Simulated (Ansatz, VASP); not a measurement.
**NaI in VASP and in Ansatz**

```
Na I
1.0
     0.00000    3.24263    3.24263
     3.24263    0.00000    3.24263
     3.24263    3.24263    0.00000
Na I
1 1
Cartesian
  0.0000 0.0000 0.0000
  3.2426 3.2426 3.2426
```

Alike in both runs: task single point; functional PBE; k mesh 10 × 10 × 10; occupations gaussian, width 0.05 eV; no spin polarisation.

```csv
,VASP,Ansatz
version,VASP 6.6.1,Ansatz 0.2.0
potentials or method,"VASP PAW PBE potentials, release 64 (Na_pv, I), cutoff 520 eV","scalar-relativistic, plane waves, PAW"
valence electrons in the cell,14,26
```

|  | VASP | Ansatz | Ansatz less VASP |
| --- | --- | --- | --- |
| gap on the k mesh at the Fermi level (eV) | 3.63 | 3.63 | +0.004 |
| least direct gap on the mesh (eV) | 3.63 | 3.63 | +0.004 |
| pressure (GPa) | 0.3 | 0.3 | -0.03 |

With one functional, cell and mesh, what is left measures potentials, basis and numerics. VASP's potentials hold 14 valence electrons a cell and Ansatz's 26, so a difference there can come from the potentials and not from the codes.

Neither program's run includes spin-orbit coupling.
